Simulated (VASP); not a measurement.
Write the native input for VASP 6.6.1 that does the following.

* Task: single point
* Functional: r2SCAN
* Potentials or basis: VASP PAW PBE potentials, release 64 (Hf_pv)
* Cutoff: 520 eV
* k mesh: 11 × 11 × 6
* Occupations: methfessel-paxton, width 0.03 eV
* Spin: no spin polarisation
* Dipole correction: no
* Further INCAR settings: ALGO = Normal; EDIFF = 1e-06; NBANDS = 17

Hf:

```
Hf
1.0
     3.19873    0.00000    0.00000
    -1.59937    2.77018    0.00000
     0.00000    0.00000    5.05050
Hf
2
Direct
  0.33333 0.66667 0.25000
  0.66667 0.33333 0.75000
```

The input as run:

POSCAR

```
Hf
1.0
    3.1987335297      0.0000000000      0.0000000000
   -1.5993667648      2.7701844966      0.0000000000
    0.0000000000      0.0000000000      5.0505021987
Hf
2
Direct
    0.3333333333      0.6666666667      0.2500000000
    0.6666666667      0.3333333333      0.7500000000
```

INCAR.step1

```
PREC = Accurate
ENCUT = 520
ISMEAR = 1
SIGMA = 0.03
LREAL = F
LASPH = T
NELM = 60
NBANDS = 17
GGA = PE
ALGO = Normal
EDIFF = 1E-4
LWAVE = T
LCHARG = F
```

INCAR.step2

```
PREC = Accurate
ENCUT = 520
EDIFF = 1E-6
ISMEAR = 1
SIGMA = 0.03
LREAL = F
LASPH = T
NELM = 60
ALGO = Normal
ISIF = 2
LWAVE = F
LCHARG = T
METAGGA = R2SCAN
LMIXTAU = T
LELF = T
LVHAR = T
NBANDS = 17
ISTART = 1
```

KPOINTS

```
Automatic mesh
0
Gamma
  11 11 6
```

Potentials or basis: VASP PAW PBE potentials, release 64 (Hf_pv).

Command:

```sh
$ cat potpaw_PBE.64/Hf_pv/POTCAR > POTCAR
$ cp INCAR.step1 INCAR
$ mpirun -np 1 vasp_std > vasp.out
$ cp INCAR.step2 INCAR
$ mpirun -np 1 vasp_std > vasp.out
```

It gave:

```
Pressure               : -0.6 GPa
Band gap on the k mesh : zero (bands 10 and 11 overlap by 1.70 eV)
```

Caveat: the PAW data sets were made with another functional, which shifts forces and pressure a little; spin-orbit coupling is left out, which moves the levels of the heavy elements.

It took 3.7 min on 1 thread of Intel Xeon 8259CL (shared host), peak memory 0.19 GiB.
